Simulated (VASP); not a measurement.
A run of VASP 6.6.1:

INCAR

```
ALGO = Normal
EDIFF = 1E-7
ENCUT = 520
GGA = PE
ISIF = 2
ISMEAR = 0
LASPH = T
LCHARG = F
LREAL = F
LWAVE = F
NBANDS = 21
NELM = 60
PREC = Accurate
SIGMA = 0.1
```

The input KPOINTS:

```
k-points
0
Gamma
  4 4 4
```

File POSCAR:

```
CsBe3Ag
1.0
    4.3187450300      0.0000000000      0.0000000000
    0.0000000000      4.3187450300      0.0000000000
    0.0000000000      0.0000000000      4.3187450300
Cs Be Ag
1 3 1
Direct
    0.0000000000      0.0000000000      0.0000000000
    0.0000000000      0.5000000000      0.5000000000
    0.5000000000      0.0000000000      0.5000000000
    0.5000000000      0.5000000000      0.0000000000
    0.5000000000      0.5000000000      0.5000000000
```

Potentials or basis: VASP PAW PBE potentials, release 64 (Cs_sv, Be, Ag).

Launch:

```console
$ cat potpaw_PBE.64/Cs_sv/POTCAR potpaw_PBE.64/Be/POTCAR potpaw_PBE.64/Ag/POTCAR > POTCAR
$ mpirun -np 1 vasp_std > vasp.out
```

Hardware: 1 thread of Intel(R) Xeon(R) 6975P-C (Granite Rapids), with other jobs on the host.

Task: How long does it take, and how much memory?

Result: It took 8.3 s on 1 thread of Intel(R) Xeon(R) 6975P-C (Granite Rapids), on a shared host, peak memory 0.18 GiB. Counts: scf iterations 16, k points 10.
